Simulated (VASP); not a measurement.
A run of VASP 6.6.1:

The input INCAR:

```
PREC = Accurate
ENCUT = 520
EDIFF = 1E-7
ISMEAR = -1
SIGMA = 0.05
LREAL = F
LASPH = T
NELM = 60
ALGO = Fast
ISIF = 2
LWAVE = F
LCHARG = F
GGA = PS
NBANDS = 8
```

The input KPOINTS:

```
regular mesh
0
Gamma
  11 11 11
```

File POSCAR:

```
Al
1.0
    0.0000000000      2.0086813231      2.0086813231
    2.0086813231      0.0000000000      2.0086813231
    2.0086813231      2.0086813231      0.0000000000
Al
1
Direct
    0.0000000000      0.0000000000      0.0000000000
```

Potentials or basis: VASP PAW PBE potentials, release 64 (Al).

Run with:

```sh
$ cat potpaw_PBE.64/Al/POTCAR > POTCAR
$ mpirun -np 1 vasp_std > vasp.out
```

Hardware: 1 thread of Intel(R) Xeon(R) 6975P-C (Granite Rapids) (shared host).

How long does it take, and how much memory?

It took 3 s on 1 thread of Intel(R) Xeon(R) 6975P-C (Granite Rapids) (shared host), peak memory 0.13 GiB. Counts: scf iterations 13, k points 56.
